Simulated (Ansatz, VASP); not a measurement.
Two plane-wave programs on GaP

```
Ga P
1.0
     0.00000    2.75985    2.75985
     2.75985    0.00000    2.75985
     2.75985    2.75985    0.00000
Ga P
1 1
Direct
  0.00000 0.00000 0.00000
  0.25000 0.25000 0.25000
```

Alike in both runs: task single point; functional LDA; k mesh 6 × 6 × 6; occupations gaussian, width 0.05 eV; no spin polarisation.

```csv
,VASP,Ansatz
version,VASP 6.6.1,Ansatz 0.2.0
potentials or method,"VASP PAW LDA potentials, release 64 (Ga_d, P), cutoff 500 eV","scalar-relativistic, plane waves, PAW"
valence electrons in the cell,18,18
```

Ansatz gave:

```
gap on the k mesh at the Fermi level (eV) : 1.30
least direct gap on the mesh (eV)         : 1.30
pressure (GPa)                            : -5.4
```

Q: Which values does VASP return?

A: gap on the k mesh at the Fermi level (eV): 1.32; least direct gap on the mesh (eV): 1.32; pressure (GPa): -5.4.

LDA's correlation is that of Perdew and Zunger in VASP and of Perdew and Wang (1992) in Ansatz.
